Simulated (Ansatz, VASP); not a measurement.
BaLiF3 in VASP and in Ansatz

Contents of INCAR:

```
SYSTEM = BaLiF3
ALGO     = Normal         ! electronic algorithm
EDIFF    = 1E-6           ! SCF threshold, eV
ENCUT    = 520            ! plane-wave cutoff, eV
ISIF     = 2              ! what is computed and relaxed
ISMEAR   = 0              ! smearing method
LASPH    = .True.         ! aspherical terms in the spheres
LCHARG   = .False.        ! write CHGCAR
LREAL    = .False.        ! projectors in reciprocal space
LWAVE    = .False.        ! write WAVECAR
NBANDS   = 25             ! bands
NELM     = 80             ! most SCF steps
PREC     = Accurate       ! precision mode
SIGMA    = 0.05           ! smearing width, eV
```

File KPOINTS:

```
k-points
0
Gamma
  6 6 6
  0 0 0
```

File POSCAR:

```
BaLiF3
1.0
    4.2877252630      0.0000000000      0.0000000000
    0.0000000000      4.2877252630      0.0000000000
    0.0000000000      0.0000000000      3.9885816400
Ba Li F
1 1 3
Direct
    0.0000000000      0.0000000000      0.0000000000
    0.5000000000      0.5000000000      0.5000000000
    0.0000000000      0.5000000000      0.5000000000
    0.5000000000      0.5000000000      0.0000000000
    0.5000000000      0.0000000000      0.5000000000
```

Input for Ansatz:

```yaml
crystal:
  lattice:
    - [4.287725263, 0.0, 0.0]
    - [0.0, 4.287725263, 0.0]
    - [0.0, 0.0, 3.98858164]
  atoms:
    - { symbol: Ba, position: [0.0, 0.0, 0.0] }
    - { symbol: Li, position: [0.5, 0.5, 0.5] }
    - { symbol: F, position: [0.0, 0.5, 0.5] }
    - { symbol: F, position: [0.5, 0.5, 0.0] }
    - { symbol: F, position: [0.5, 0.0, 0.5] }
basis:
  ecutwfc: 420
kpoints:
  mp_grid: { grid: [6, 6, 6] }
hamiltonian:
  xc: lda
scf:
  occupations: { method: gaussian, width: 0.05 }
output:
  forces: true
  stress: true
  eigenvalues: true
```

Change from the starting cell: strain +0.0750 x Voigt [1, 1, 0, 0, 0, 0], atoms carried along.

Alike in both runs: task single point; functional LDA; k mesh 6 × 6 × 6; occupations gaussian, width 0.05 eV; no spin polarisation.

```csv
,VASP,Ansatz
version,VASP 6.6.1,Ansatz 0.2.0
potentials or method,"VASP PAW LDA potentials, release 64 (Ba_sv, Li_sv, F), cutoff 520 eV","scalar-relativistic, plane waves, PAW"
valence electrons in the cell,34,34
```

VASP gave:

* gap on the k mesh at the Fermi level (eV): 5.80
* least direct gap on the mesh (eV): 5.81

Q: Which values does Ansatz return?

A: gap on the k mesh at the Fermi level (eV): 5.89; least direct gap on the mesh (eV): 5.89.

LDA's correlation is that of Perdew and Zunger in VASP and of Perdew and Wang (1992) in Ansatz.

Spin-orbit coupling is off throughout. Noted on VASP's run: the cutoff is short for stress, so the pressure is rough.
